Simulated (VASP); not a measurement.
# InNi3N (Pm-3m) in VASP: notebook

The runs below take InNi3N through single point, with LDA.

All numbers are computed with VASP 6.6.1; they aren't measurements. Logs are shortened: lines on timing, memory, paths and dates and some standing lists are left out, and cuts for length are marked.

## (1) The cell of the first run

Symmetry: Pm-3m, No. 221, cubic system. Conventional cell: a = 3.840 Å, b = 3.840 Å, c = 3.840 Å, α = 90.00°, β = 90.00°, γ = 90.00°. Within 3.6 Å of In (site symmetry m-3m) lie 12 Ni at 2.72 Å and 8 N at 3.33 Å. Within 2.5 Å of Ni (site symmetry 4/mmm) lie 2 N at 1.92 Å. N (site symmetry m-3m) has 6 Ni at 1.92 Å within 2.5 Å.

## (2) Single point, LDA, collinear spin, ferromagnetic start

INCAR

```
PREC     = Accurate       # precision mode
ENCUT    = 520            # plane-wave cutoff, eV
EDIFF    = 1E-6           # SCF threshold, eV
ISMEAR   = -1             # smearing method
SIGMA    = 0.1            # smearing width, eV
LREAL    = False          # projectors in reciprocal space
LASPH    = True           # aspherical terms in the spheres
NELM     = 150            # most SCF steps
ALGO     = Normal         # electronic algorithm
ISIF     = 2              # what is computed and relaxed
LWAVE    = False          # write WAVECAR
LCHARG   = False          # write CHGCAR
ISPIN    = 2              # spin polarisation
MAGMOM   = 0 1 1 1 0      # initial moments
LORBIT   = 11             # projections on sites
LMAXMIX  = 4              # l up to which the mixer works
GGA      = CA             # functional
NBANDS   = 36             # bands
```

KPOINTS

```
regular mesh
0
Gamma
  6 6 6
```

POSCAR

```
InNi3N
1.0
    3.8398557100      0.0000000000      0.0000000000
    0.0000000000      3.8398557100      0.0000000000
    0.0000000000      0.0000000000      3.8398557100
In Ni N
1 3 1
Direct
    0.0000000000      0.0000000000      0.0000000000
    0.5000000000      0.5000000000      0.0000000000
    0.5000000000      0.0000000000      0.5000000000
    0.0000000000      0.5000000000      0.5000000000
    0.5000000000      0.5000000000      0.5000000000
```

Potentials or basis: VASP PAW LDA potentials, release 64 (In_d, Ni, N).

On the command line:

```bash
> cat potpaw_LDA.64/In_d/POTCAR potpaw_LDA.64/Ni/POTCAR potpaw_LDA.64/N/POTCAR > POTCAR
> mpirun -np 1 vasp_std > vasp.out
```

OUTCAR:

```text
PREC = Accurate
   ENCUT = 520
   EDIFF = 1E-6
   ISMEAR = -1
   LREAL = False
   LASPH = True
   NELM = 150
   ISIF = 2
   ISPIN = 2
   LORBIT = 11
   GGA = CA

 ion  position               nearest neighbor table
   1  0.000  0.000  0.000-   2 2.72   3 2.72   4 2.72   3 2.72   4 2.72   2 2.72   4 2.72   4 2.72
                             2 2.72   3 2.72   3 2.72   2 2.72
   2  0.500  0.500  0.000-   5 1.92   5 1.92   4 2.72   1 2.72   3 2.72   4 2.72   3 2.72   1 2.72
                             3 2.72   3 2.72   1 2.72   4 2.72   4 2.72   1 2.72
   3  0.500  0.000  0.500-   5 1.92   5 1.92   4 2.72   1 2.72   1 2.72   2 2.72   2 2.72   4 2.72
                             2 2.72   2 2.72   1 2.72   4 2.72   1 2.72   4 2.72
   4  0.000  0.500  0.500-   5 1.92   5 1.92   3 2.72   1 2.72   1 2.72   2 2.72   1 2.72   3 2.72
                             1 2.72   2 2.72   3 2.72   2 2.72   2 2.72   3 2.72
   5  0.500  0.500  0.500-   2 1.92   3 1.92   4 1.92   2 1.92   3 1.92   4 1.92

  LATTYP: Found a simple cubic cell.
 ALAT       =     3.8398557100

  Lattice vectors:

 A1 = (   3.8398557100,   0.0000000000,   0.0000000000)
 A2 = (   0.0000000000,   3.8398557100,   0.0000000000)
 A3 = (   0.0000000000,   0.0000000000,   3.8398557100)

Analysis of symmetry for initial positions (statically):
=====================================================================
 Subroutine PRICEL returns:
 Original cell was already a primitive cell.

 Routine SETGRP: Setting up the symmetry group for a
 simple cubic supercell.

 Subroutine GETGRP returns: Found 48 space group operations
 (whereof 48 operations were pure point group operations)
 out of a pool of 48 trial point group operations.

The static configuration has the point symmetry O_h .

Analysis of symmetry for dynamics (positions and initial velocities):
=====================================================================
 Subroutine PRICEL returns:
 Original cell was already a primitive cell.

 Routine SETGRP: Setting up the symmetry group for a
 simple cubic supercell.

 Subroutine GETGRP returns: Found 48 space group operations
 (whereof 48 operations were pure point group operations)
 out of a pool of 48 trial point group operations.

The dynamic configuration has the point symmetry O_h .

Analysis of structural, dynamic, and magnetic symmetry:
=====================================================================
 Subroutine PRICEL returns:
 Original cell was already a primitive cell.

 Routine SETGRP: Setting up the symmetry group for a
 simple cubic supercell.

 Subroutine GETGRP returns: Found 48 space group operations
 (whereof 48 operations were pure point group operations)
 out of a pool of 48 trial point group operations.

The overall configuration has the point symmetry O_h .

 Subroutine INISYM returns: Found 48 space group operations
 (whereof 48 operations are pure point group operations),
 and found     1 'primitive' translations

----------------------------------------------------------------------------------------

                                     Primitive cell

  volume of cell :      56.6167

  direct lattice vectors                    reciprocal lattice vectors
     3.839855710  0.000000000  0.000000000     0.260426452  0.000000000  0.000000000
     0.000000000  3.839855710  0.000000000     0.000000000  0.260426452  0.000000000
     0.000000000  0.000000000  3.839855710     0.000000000  0.000000000  0.260426452

  length of vectors
     3.839855710  3.839855710  3.839855710     0.260426452  0.260426452  0.260426452

  position of ions in fractional coordinates (direct lattice)
     0.000000000  0.000000000  0.000000000
     0.500000000  0.500000000  0.000000000
     0.500000000  0.000000000  0.500000000
     0.000000000  0.500000000  0.500000000
     0.500000000  0.500000000  0.500000000

  ion indices of the primitive-cell ions
   primitive index   ion index
                 1           1
                 2           2
                 3           3
                 4           4
[... 27 lines left out ...]

 Following reciprocal coordinates:
            Coordinates               Weight
  0.000000  0.000000  0.000000      1.000000
  0.166667  0.000000  0.000000      6.000000
  0.333333  0.000000  0.000000      6.000000
  0.500000  0.000000  0.000000      3.000000
  0.166667  0.166667  0.000000     12.000000
  0.333333  0.166667  0.000000     24.000000
[... 12 lines left out ...]
  0.500000  0.500000  0.333333      6.000000
  0.500000  0.500000  0.500000      1.000000
   k-points           NKPTS =     20   k-points in BZ     NKDIM =     20   number of bands    NBANDS=     36
   number of dos      NEDOS =    301   number of ions     NIONS =      5
   total plane-waves  NPLWV =  27000
   dimension x,y,z NGX =    30 NGY =   30 NGZ =   30
   dimension x,y,z NGXF=    60 NGYF=   60 NGZF=   60
   ions per type =               1   3   1
   NGX,Y,Z   is equivalent  to a cutoff of  12.99, 12.99, 12.99 a.u.
   NGXF,Y,Z  is equivalent  to a cutoff of  25.98, 25.98, 25.98 a.u.
 SYSTEM =  unknown system
   PREC   = accura    normal or accurate (medium, high low for compatibility)
   ISTART =      0    job   : 0-new  1-cont  2-samecut
   ICHARG =      2    charge: 1-file 2-atom 10-const
   ISPIN  =      2    spin polarized calculation?
   LNONCOLLINEAR =      F non collinear calculations
   LSORBIT =      F    spin-orbit coupling
   LASPH  =      T    aspherical Exc in radial PAW
   ENCUT  =  520.0 eV  38.22 Ry    6.18 a.u.   7.14  7.14  7.14*2*pi/ulx,y,z
   NELM   =    150;   NELMIN=  2; NELMDL= -5     # of ELM steps
   EDIFF  = 0.1E-05   stopping-criterion for ELM
   LREAL  =      F    real-space projection
   EDIFFG = 0.1E-04   stopping-criterion for IOM
   NSW    =      0    number of steps for IOM
   IBRION =     -1    ionic relax: 0-MD 1-quasi-New 2-CG
   NFREE  =      0    steps in history (QN), initial steepest desc. (CG)
   ISIF   =      2    stress and relaxation
   ISYM   =      2    0-nonsym 1-usesym 2-fastsym
   POTIM  = 0.5000    time-step for ionic-motion
   TEBEG  =    0.0;   TEEND  =   0.0 temperature during run
   PSTRESS=    0.0 pullay stress
   NELECT =      48.0000    total number of electrons
   NUPDOWN=      -1.0000    fix difference up-down
   EMIN   =  10.00;   EMAX   =-10.00  energy-range for DOS
   EFERMI =   0.00;   METHOD = LEGACY
   ISMEAR =    -1;   SIGMA  =   0.10  broadening in eV -4-tet -1-fermi 0-gaus
   EFERMI_NEDOS =   21; number of points for ismear=-14 and -15
   IALGO  =     38    algorithm
   IMIX   =      4    mixing-type and parameters
     AMIX     =   0.40;   BMIX     =  1.00
     AMIX_MAG =   1.60;   BMIX_MAG =  1.00
  volume/ion in A,a.u.               =      11.32        76.41
  Fermi-wavevector in a.u.,A,eV,Ry     =   1.549436  2.928010 32.664217  2.400752
  Thomas-Fermi vector in A             =   2.654243
   LORBIT       =     11    0 simple, 1 ext, 2 COOP (PROOUT), +10 PAW based schemes
   GGA     = CA    functional components
   LHFCALC =     F    Hartree Fock is set to
   AEXX    =    0.0000 exact exchange contribution
   IVDW    =     0    specifies the selected vdW correction
   LEPSILON=     F    determine dielectric tensor
   LRPA    =     F    only Hartree local field effects (RPA)
 spin polarized calculation
  energy-cutoff  :      520.00
  volume of cell :       56.62
 maximum number of plane-waves:      1568
 NGX is ok and might be reduce to    30
   NGX = 15   NGY = 15   NGZ = 15

 number of electron      48.0000019 magnetization      -0.0018763

 number of electron      48.0000019 magnetization       0.0002195

 Free energy of the ion-electron system (eV)
  ---------------------------------------------------
  ext. energy  EPLUGINS =         0.00000000
  ---------------------------------------------------
  free energy    TOTEN  =       -33.12937636 eV

  energy without entropy =      -33.05013743  energy(sigma->0) =      -33.08975689

 E-fermi :  10.3480     XC(G=0): -13.2022

 val. band max:       10.3122436219   @ k =   0.5000   0.3333   0.0000
 cond. band min:      10.3769651505   @ k =   0.5000   0.3333   0.1667
 fundamental gap:      0.0647215286
 Fermi energy:        10.3480013690

 spin component 1

 k-point     1 :       0.0000    0.0000    0.0000
  band No.  band energies     occupation
      1      -6.6451      1.00000
      2      -4.5219      1.00000
      3      -4.5219      1.00000
      4      -4.4255      1.00000
      5      -4.4255      1.00000
      6      -4.4255      1.00000
[... 769 lines left out ...]
     35      26.4270      0.00000
     36      27.0205      0.00000
 Fermi energy:        10.3480013690

 spin component 2

 k-point     1 :       0.0000    0.0000    0.0000
  band No.  band energies     occupation
      1      -6.6451      1.00000
      2      -4.5219      1.00000
      3      -4.5219      1.00000
      4      -4.4255      1.00000
      5      -4.4255      1.00000
      6      -4.4255      1.00000
[... 769 lines left out ...]
     35      26.4270      0.00000
     36      27.0205      0.00000

------------------------ aborting loop because EDIFF is reached ----------------------------------------

  FORCE on cell =-STRESS in cart. coord.  units (eV):
  Direction    XX          YY          ZZ          XY          YZ          ZX
  --------------------------------------------------------------------------------------
  -------------------------------------------------------------------------------------
  Total       -3.2325916     -3.2325916     -3.2325916      0.0000000      0.0000000     -0.0000000
  in kB      -91.4780101    -91.4780101    -91.4780101      0.0000000      0.0000000     -0.0000000
  external PRESSURE =     -91.4780101 kB  Pullay stress =       0.0000000 kB

 VOLUME and BASIS-vectors are now :
 -----------------------------------------------------------------------------
  energy-cutoff  :      520.00
  volume of cell :       56.62
      direct lattice vectors                 reciprocal lattice vectors
     3.839855710  0.000000000  0.000000000     0.260426452  0.000000000  0.000000000
     0.000000000  3.839855710  0.000000000     0.000000000  0.260426452  0.000000000
     0.000000000  0.000000000  3.839855710     0.000000000  0.000000000  0.260426452

 POSITION                                       TOTAL-FORCE (eV/Angst)
 -----------------------------------------------------------------------------------
      0.00000      0.00000      0.00000         0.000000      0.000000      0.000000
      1.91993      1.91993      0.00000         0.000000      0.000000      0.000000
      1.91993      0.00000      1.91993         0.000000      0.000000      0.000000
      0.00000      1.91993      1.91993         0.000000      0.000000      0.000000
      1.91993      1.91993      1.91993         0.000000      0.000000      0.000000
 -----------------------------------------------------------------------------------
    total drift:                                0.000000      0.000000     -0.000000

  FREE ENERGIE OF THE ION-ELECTRON SYSTEM (eV)
  ---------------------------------------------------
  free  energy   TOTEN  =       -33.1293763585 eV

  energy  without entropy=      -33.0501374280  energy(sigma->0) =      -33.08975689

 total charge

# of ion       s       p       d       tot
------------------------------------------
    1        0.845   0.821   9.904  11.570
    2        0.415   0.533   8.512   9.460
    3        0.415   0.533   8.512   9.460
    4        0.415   0.533   8.512   9.460
    5        1.207   2.437   0.000   3.644
--------------------------------------------------
tot          3.298   4.855  35.439  43.593

 magnetization (x)

# of ion       s       p       d       tot
------------------------------------------
    1        0.000   0.000   0.000   0.000
    2       -0.000  -0.000  -0.000  -0.000
    3       -0.000  -0.000  -0.000  -0.000
    4       -0.000  -0.000  -0.000  -0.000
    5        0.000   0.000   0.000   0.000
--------------------------------------------------
tot          0.000   0.000  -0.000  -0.000
```

Wall time 96 s (1 thread of Intel Xeon Platinum 8259CL at 2.50GHz (Skylake/Cascade Lake), shared host); peak memory 0.19 GiB.

Results:

```
Free energy                                           : -33.1294 eV
Pressure                                              : -9.1 GPa
Band gap on the k mesh                                : zero (filled and empty bands overlap)
Net moment                                            : 0.00 μB per cell
Valence electrons inside the program's atomic spheres : In 11.57; Ni 9.46; N 3.64
```

Caveat: spin-orbit coupling is left out, which moves the levels of the heavy elements.

## (3) Single point, LDA, collinear spin, ferromagnetic start

INCAR

```
SYSTEM = InNi3N
  ALGO = Normal
  EDIFF = 1E-6
  ENCUT = 520
  GGA = CA
  ISIF = 2
  ISMEAR = -1
  ISPIN = 2
  LASPH = .TRUE.
  LCHARG = .FALSE.
  LMAXMIX = 4
  LORBIT = 11
  LREAL = .FALSE.
  LWAVE = .FALSE.
  MAGMOM = 0 1 1 1 0
  NBANDS = 36
  NELM = 150
  PREC = Accurate
  SIGMA = 0.1
```

KPOINTS

```
k-points
0
G
  6 6 6
  0 0 0
```

POSCAR is that of step 2.

Potentials or basis: VASP PAW LDA potentials, release 64 (In_d, Ni, N).

On the command line:

```bash
> cat potpaw_LDA.64/In_d/POTCAR potpaw_LDA.64/Ni/POTCAR potpaw_LDA.64/N/POTCAR > POTCAR
> mpirun -np 1 vasp_std > vasp.out
```

Wall time 87 s (1 thread of Intel Xeon Platinum 8259CL at 2.50GHz (Skylake/Cascade Lake), shared host); peak memory 0.2 GiB.

Results (log left out):

```yaml
Free_energy: -33.1294 eV
Pressure: -9.1 GPa
Band_gap_on_the_k_mesh: zero (filled and empty bands overlap)
Net_moment: 0.00 μB per cell
Valence_electrons_inside_the_program's_atomic_spheres: In 11.57; Ni 9.46; N 3.64
```

Levels at points of the mesh, in eV from the Fermi level:
Spin up:
| k point | band 20 | band 21 | band 22 | band 23 | band 24 | band 25 | band 26 | band 27 | band 28 | band 29 |
| --- | --- | --- | --- | --- | --- | --- | --- | --- | --- | --- |
| (0.00, 0.00, 0.00) | -1.59 | -0.91 | -0.91 | -0.91 | -0.76 | 0.76 | 2.32 | 2.32 | 2.32 | 4.99 |
| (0.50, 0.00, 0.00) | -1.73 | -1.31 | -0.91 | -0.79 | -0.79 | 1.03 | 1.34 | 3.83 | 3.83 | 6.00 |
| (0.50, 0.50, 0.00) | -1.62 | -1.41 | -0.97 | -0.53 | -0.53 | -0.15 | 3.08 | 3.19 | 3.19 | 6.56 |
| (0.50, 0.50, 0.50) | -1.36 | -1.36 | -0.92 | -0.92 | -0.92 | 0.58 | 0.58 | 0.58 | 1.31 | 7.43 |
Spin down:
```tsv
k point	band 20	band 21	band 22	band 23	band 24	band 25	band 26	band 27	band 28	band 29
(0.00, 0.00, 0.00)	-1.59	-0.91	-0.91	-0.91	-0.76	0.76	2.32	2.32	2.32	4.99
(0.50, 0.00, 0.00)	-1.73	-1.31	-0.91	-0.79	-0.79	1.03	1.34	3.83	3.83	6.00
(0.50, 0.50, 0.00)	-1.62	-1.41	-0.97	-0.53	-0.53	-0.15	3.08	3.19	3.19	6.56
(0.50, 0.50, 0.50)	-1.36	-1.36	-0.92	-0.92	-0.92	0.58	0.58	0.58	1.31	7.43
```

Caveat: spin-orbit coupling is left out, which moves the levels of the heavy elements.
